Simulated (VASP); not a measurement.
# AlGa3N4 (P-43m) in VASP: further runs, part 3 of 3

VASP 6.6.1. The steps go on from the part before.

## 6. Single point, LDA

This run uses another cell than the first one, of 11.18 Å³/atom, 1.052 times its volume.

Input file INCAR:

```
ALGO = Normal ; EDIFF = 1E-6
ENCUT = 520 ; GGA = CA
ISIF = 2 ; ISMEAR = 0
LASPH = True ; LCHARG = True
LELF = True ; LREAL = False
LVHAR = True ; LWAVE = False
NBANDS = 41 ; NELM = 100
PREC = Accurate ; SIGMA = 0.1
```

Input file KPOINTS:

```
k-points
0
Gamma
  4 4 4
```

Input file POSCAR:

```
AlGa3N4
1.0
    4.4716853600      0.0000000000      0.0000000000
    0.0000000000      4.4716853600      0.0000000000
    0.0000000000      0.0000000000      4.4716853600
Al Ga N
1 3 4
Direct
    0.0000000000      0.0000000000      0.0000000000
    0.5000000000      0.5000000000      0.0000000000
    0.5000000000      0.0000000000      0.5000000000
    0.0000000000      0.5000000000      0.5000000000
    0.7557144200      0.7557144200      0.2442855800
    0.7557144200      0.2442855800      0.7557144200
    0.2442855800      0.7557144200      0.7557144200
    0.2442855800      0.2442855800      0.2442855800
```

Potentials or basis: VASP PAW LDA potentials, release 64 (Al, Ga_d, N).

Started as:

```sh
$ cat potpaw_LDA.64/Al/POTCAR potpaw_LDA.64/Ga_d/POTCAR potpaw_LDA.64/N/POTCAR > POTCAR
$ mpirun -np 1 vasp_std > vasp.out
```

OUTCAR:

```text
EDIFF = 1E-6
   ENCUT = 520
   GGA = CA
   ISIF = 2
   ISMEAR = 0
   LASPH = True
   LREAL = False
   NELM = 100
   PREC = Accurate

 ion  position               nearest neighbor table
   1  0.000  0.000  0.000-   5 1.89   6 1.89   7 1.89   8 1.89
   2  0.500  0.500  0.000-   5 1.95   6 1.95   7 1.95   8 1.95
   3  0.500  0.000  0.500-   5 1.95   6 1.95   7 1.95   8 1.95
   4  0.000  0.500  0.500-   5 1.95   6 1.95   7 1.95   8 1.95
   5  0.756  0.756  0.244-   1 1.89   2 1.95   3 1.95   4 1.95
   6  0.756  0.244  0.756-   1 1.89   2 1.95   3 1.95   4 1.95
   7  0.244  0.756  0.756-   1 1.89   2 1.95   3 1.95   4 1.95
   8  0.244  0.244  0.244-   1 1.89   2 1.95   3 1.95   4 1.95

  LATTYP: Found a simple cubic cell.
 ALAT       =     4.4716853600

  Lattice vectors:

 A1 = (   4.4716853600,   0.0000000000,   0.0000000000)
 A2 = (   0.0000000000,   4.4716853600,   0.0000000000)
 A3 = (   0.0000000000,   0.0000000000,   4.4716853600)

Analysis of symmetry for initial positions (statically):
=====================================================================
 Subroutine PRICEL returns:
 Original cell was already a primitive cell.

 Routine SETGRP: Setting up the symmetry group for a
 simple cubic supercell.

 Subroutine GETGRP returns: Found 24 space group operations
 (whereof 24 operations were pure point group operations)
 out of a pool of 48 trial point group operations.

The static configuration has the point symmetry T_d .

Analysis of symmetry for dynamics (positions and initial velocities):
=====================================================================
 Subroutine PRICEL returns:
 Original cell was already a primitive cell.

 Routine SETGRP: Setting up the symmetry group for a
 simple cubic supercell.

 Subroutine GETGRP returns: Found 24 space group operations
 (whereof 24 operations were pure point group operations)
 out of a pool of 48 trial point group operations.

The dynamic configuration has the point symmetry T_d .

 Subroutine INISYM returns: Found 24 space group operations
 (whereof 24 operations are pure point group operations),
 and found     1 'primitive' translations

----------------------------------------------------------------------------------------

                                     Primitive cell

  volume of cell :      89.4157

  direct lattice vectors                    reciprocal lattice vectors
     4.471685360  0.000000000  0.000000000     0.223629330  0.000000000  0.000000000
     0.000000000  4.471685360  0.000000000     0.000000000  0.223629330  0.000000000
     0.000000000  0.000000000  4.471685360     0.000000000  0.000000000  0.223629330

  length of vectors
     4.471685360  4.471685360  4.471685360     0.223629330  0.223629330  0.223629330

  position of ions in fractional coordinates (direct lattice)
     0.000000000  0.000000000  0.000000000
     0.500000000  0.500000000  0.000000000
     0.500000000  0.000000000  0.500000000
     0.000000000  0.500000000  0.500000000
     0.755714420  0.755714420  0.244285580
[... 34 lines left out ...]
     0.000000000  0.000000000  0.000000000

 Subroutine IBZKPT returns following result:
 ===========================================

 Found     10 irreducible k-points:

 Following reciprocal coordinates:
            Coordinates               Weight
  0.000000  0.000000  0.000000      1.000000
  0.250000  0.000000  0.000000      6.000000
  0.500000  0.000000  0.000000      3.000000
  0.250000  0.250000  0.000000     12.000000
  0.500000  0.250000  0.000000     12.000000
  0.500000  0.500000  0.000000      3.000000
  0.250000  0.250000  0.250000      8.000000
  0.500000  0.250000  0.250000     12.000000
  0.500000  0.500000  0.250000      6.000000
  0.500000  0.500000  0.500000      1.000000
   k-points           NKPTS =     10   k-points in BZ     NKDIM =     10   number of bands    NBANDS=     41
   number of dos      NEDOS =    301   number of ions     NIONS =      8
   total plane-waves  NPLWV =  46656
   dimension x,y,z NGX =    36 NGY =   36 NGZ =   36
   dimension x,y,z NGXF=    72 NGYF=   72 NGZF=   72
   ions per type =               1   3   4
   NGX,Y,Z   is equivalent  to a cutoff of  13.38, 13.38, 13.38 a.u.
   NGXF,Y,Z  is equivalent  to a cutoff of  26.77, 26.77, 26.77 a.u.
 SYSTEM =  unknown system
   PREC   = accura    normal or accurate (medium, high low for compatibility)
   ISTART =      0    job   : 0-new  1-cont  2-samecut
   ICHARG =      2    charge: 1-file 2-atom 10-const
   ISPIN  =      1    spin polarized calculation?
   LNONCOLLINEAR =      F non collinear calculations
   LSORBIT =      F    spin-orbit coupling
   LASPH  =      T    aspherical Exc in radial PAW
   ENCUT  =  520.0 eV  38.22 Ry    6.18 a.u.   8.31  8.31  8.31*2*pi/ulx,y,z
   NELM   =    100;   NELMIN=  2; NELMDL= -5     # of ELM steps
   EDIFF  = 0.1E-05   stopping-criterion for ELM
   LREAL  =      F    real-space projection
[... 7 lines left out ...]
   TEBEG  =    0.0;   TEEND  =   0.0 temperature during run
   PSTRESS=    0.0 pullay stress
   NELECT =      62.0000    total number of electrons
   NUPDOWN=      -1.0000    fix difference up-down
   EMIN   =  10.00;   EMAX   =-10.00  energy-range for DOS
   EFERMI =   0.00;   METHOD = LEGACY
   ISMEAR =     0;   SIGMA  =   0.10  broadening in eV -4-tet -1-fermi 0-gaus
   EFERMI_NEDOS =   21; number of points for ismear=-14 and -15
   IALGO  =     38    algorithm
   IMIX   =      4    mixing-type and parameters
     AMIX     =   0.40;   BMIX     =  1.00
     AMIX_MAG =   1.60;   BMIX_MAG =  1.00
  volume/ion in A,a.u.               =      11.18        75.43
  Fermi-wavevector in a.u.,A,eV,Ry     =   1.448997  2.738207 28.566688  2.099592
  Thomas-Fermi vector in A             =   2.566774
   LORBIT       =      0    0 simple, 1 ext, 2 COOP (PROOUT), +10 PAW based schemes
   GGA     = CA    functional components
   LHFCALC =     F    Hartree Fock is set to
   AEXX    =    0.0000 exact exchange contribution
   IVDW    =     0    specifies the selected vdW correction
   LEPSILON=     F    determine dielectric tensor
   LRPA    =     F    only Hartree local field effects (RPA)
 non-spin polarized calculation
 Gauss-broadening in eV      SIGMA  =   0.10
  energy-cutoff  :      520.00
  volume of cell :       89.42
 maximum number of plane-waves:      2469
 NGX is ok and might be reduce to    36
   NGX = 17   NGY = 17   NGZ = 17

 number of electron      61.9999967 magnetization

 Free energy of the ion-electron system (eV)
  ---------------------------------------------------
  ext. energy  EPLUGINS =         0.00000000
  ---------------------------------------------------
  free energy    TOTEN  =       -58.16280058 eV

  energy without entropy =      -58.16280058  energy(sigma->0) =      -58.16280058

 E-fermi :   5.6644     XC(G=0): -11.9261

 val. band max:        5.1482550050   @ k =   0.0000   0.0000   0.0000
 cond. band min:       7.5105443042   @ k =   0.0000   0.0000   0.0000
 fundamental gap:      2.3622892992
 Fermi energy:         5.6644372952

 k-point     1 :       0.0000    0.0000    0.0000
  band No.  band energies     occupation
      1     -10.3768      2.00000
      2      -9.2194      2.00000
      3      -9.2194      2.00000
      4      -9.2194      2.00000
      5      -8.1184      2.00000
      6      -8.0960      2.00000
[... 429 lines left out ...]
     40      14.9698      0.00000
     41      14.9698      0.00000

------------------------ aborting loop because EDIFF is reached ----------------------------------------

  FORCE on cell =-STRESS in cart. coord.  units (eV):
  Direction    XX          YY          ZZ          XY          YZ          ZX
  --------------------------------------------------------------------------------------
  -------------------------------------------------------------------------------------
  Total       -2.7162406     -2.7162406     -2.7162406      0.0000000     -0.0000000      0.0000000
  in kB      -48.6704212    -48.6704212    -48.6704212      0.0000000     -0.0000000      0.0000000
  external PRESSURE =     -48.6704212 kB  Pullay stress =       0.0000000 kB

 VOLUME and BASIS-vectors are now :
 -----------------------------------------------------------------------------
  energy-cutoff  :      520.00
  volume of cell :       89.42
      direct lattice vectors                 reciprocal lattice vectors
     4.471685360  0.000000000  0.000000000     0.223629330  0.000000000  0.000000000
     0.000000000  4.471685360  0.000000000     0.000000000  0.223629330  0.000000000
     0.000000000  0.000000000  4.471685360     0.000000000  0.000000000  0.223629330

 POSITION                                       TOTAL-FORCE (eV/Angst)
 -----------------------------------------------------------------------------------
      0.00000      0.00000      0.00000        -0.000000     -0.000000      0.000000
      2.23584      2.23584      0.00000        -0.000000     -0.000000      0.000000
      2.23584      0.00000      2.23584         0.000000     -0.000000      0.000000
      0.00000      2.23584      2.23584         0.000000     -0.000000      0.000000
      3.37932      3.37932      1.09237        -0.085281     -0.085281      0.085281
      3.37932      1.09237      3.37932        -0.085281      0.085281     -0.085281
      1.09237      3.37932      3.37932         0.085281     -0.085281     -0.085281
      1.09237      1.09237      1.09237         0.085281      0.085281      0.085281
 -----------------------------------------------------------------------------------
    total drift:                               -0.000000     -0.000000     -0.000000

  FREE ENERGIE OF THE ION-ELECTRON SYSTEM (eV)
  ---------------------------------------------------
  free  energy   TOTEN  =       -58.1628005771 eV

  energy  without entropy=      -58.1628005771  energy(sigma->0) =      -58.16280058
```

Wall time 35 s (1 thread of Intel Xeon Platinum 8259CL at 2.50GHz (Skylake/Cascade Lake), shared host); peak memory 0.18 GiB.

What came out:

* Free energy: -58.1628 eV
* Pressure: -4.9 GPa
* Largest force: 0.148 eV/Å
* Band gap on the k mesh: 2.36 eV, direct

Forces in eV/Å, atoms in the order of the input:
```
Al   0.000  0.000  0.000
Ga   0.000  0.000  0.000
Ga   0.000  0.000  0.000
Ga   0.000  0.000  0.000
N   -0.085 -0.085  0.085
N   -0.085  0.085 -0.085
N    0.085 -0.085 -0.085
N    0.085  0.085  0.085
```

Levels at points of the mesh, in eV from the valence-band top:
| k point | band 28 | band 29 | band 30 | band 31 | band 32 | band 33 | band 34 | band 35 |
| --- | --- | --- | --- | --- | --- | --- | --- | --- |
| (0.00, 0.00, 0.00) | -2.46 | 0.00 | 0.00 | 0.00 | 2.36 | 3.37 | 3.37 | 3.37 |
| (0.50, 0.00, 0.00) | -1.47 | -1.47 | -1.19 | -1.19 | 4.85 | 4.95 | 6.14 | 6.14 |
| (0.50, 0.50, 0.00) | -0.98 | -0.94 | -0.94 | -0.61 | 6.57 | 6.76 | 6.76 | 7.22 |
| (0.50, 0.50, 0.50) | -0.74 | -0.68 | -0.68 | -0.68 | 4.88 | 4.88 | 4.88 | 6.15 |

## 7. Overview

```csv
cell,k mesh,smearing,gap on the mesh (eV),pressure (GPa),largest force (eV/Å)
"a = 4.397 Å, 8 atoms",6 × 6 × 6,gaussian 0.01 eV,2.71,5.4,0.03
"a = 4.427 Å, 8 atoms",6 × 6 × 6,gaussian 0.02 eV,2.57,1.0,0.03
"a = 4.427 Å, 8 atoms",6 × 6 × 6,gaussian 0.01 eV,2.57,1.0,0.03
"a = 4.456 Å, 8 atoms",6 × 6 × 6,gaussian 0.01 eV,2.43,-2.9,0.03
"a = 4.472 Å, 8 atoms",4 × 4 × 4,gaussian 0.1 eV,2.36,-4.9,0.15
```

Alike in all rows: task single point; level LDA; potentials or basis VASP PAW LDA potentials, release 64 (Al, Ga_d, N); no spin polarisation; cutoff (eV) 520.

Absolute energies hang on the potentials; compare differences alone.
